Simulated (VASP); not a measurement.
Wanted: the native input for a VASP 6.6.1 run.

| Quantity | Value |
| --- | --- |
| Task | relaxation of cell and atoms |
| Functional | PBE |
| Potentials or basis | VASP PAW PBE potentials, release 64 (Sn_d, O) |
| Cutoff | 600 eV |
| k mesh | 8 × 8 × 8 |
| Occupations | fermi-dirac, width 0.15 eV |
| Spin | no spin polarisation |
| Dipole correction | no |
| Further INCAR settings | ALGO = Normal; EDIFF = 1e-07; IBRION = 2; EDIFFG = -0.001; NSW = 80; ISIF = 3 |

The structure of Sn2O lies in POSCAR:

```
Sn2O
1.0
    5.2038908514      0.0000000000      0.0000000000
    0.0000000000      5.2038908514      0.0000000000
    0.0000000000      0.0000000000      5.2038908514
Sn O
4 2
Direct
    0.2500000000      0.2500000000      0.2500000000
    0.7500000000      0.7500000000      0.2500000000
    0.2500000000      0.7500000000      0.7500000000
    0.7500000000      0.2500000000      0.7500000000
    0.0000000000      0.0000000000      0.0000000000
    0.5000000000      0.5000000000      0.5000000000
```

The input as run:

INCAR

```
SYSTEM = Sn2O
PREC     = Accurate       ! precision mode
ENCUT    = 600            ! plane-wave cutoff, eV
EDIFF    = 1E-7           ! SCF threshold, eV
ISMEAR   = -1             ! smearing method
SIGMA    = 0.15           ! smearing width, eV
LREAL    = .False.        ! projectors in reciprocal space
LASPH    = .True.         ! aspherical terms in the spheres
NELM     = 60             ! most SCF steps
ALGO     = Normal         ! electronic algorithm
ISIF     = 3              ! what is computed and relaxed
LWAVE    = .False.        ! write WAVECAR
LCHARG   = .False.        ! write CHGCAR
GGA      = PE             ! functional
IBRION   = 2              ! ionic algorithm
NSW      = 80             ! ionic steps
EDIFFG   = -0.001         ! ionic threshold
```

KPOINTS

```
regular mesh
0
Gamma
  8 8 8
  0 0 0
```

Potentials or basis: VASP PAW PBE potentials, release 64 (Sn_d, O).

Launch:

```sh
$ cat potpaw_PBE.64/Sn_d/POTCAR potpaw_PBE.64/O/POTCAR > POTCAR
$ mpirun -np 1 vasp_std > vasp.out
```

Results of the run:

```json
{
  "Relaxed volume": "23.52 Å³/atom",
  "Relaxed cell": "a = 5.206 Å, b = 5.206 Å, c = 5.206 Å, α = 90.00°, β = 90.00°, γ = 90.00°",
  "Space group after relaxing (to 0.05 Å)": "Pn-3m (No. 224)",
  "Energy gained by relaxing": "0.0 meV/atom",
  "Ionic steps": "3",
  "Pressure after relaxing": "0.0 GPa",
  "Band gap on the k mesh": "zero (band 34 reaches 5.81 eV, above the bottom of band 35 at 4.61 eV)"
}
```

Caveat: spin-orbit coupling is left out, which moves the levels of the heavy elements.

It took 4.5 min on 1 thread of Intel(R) Xeon(R) 6975P-C (Granite Rapids) (shared host), peak memory 0.38 GiB.
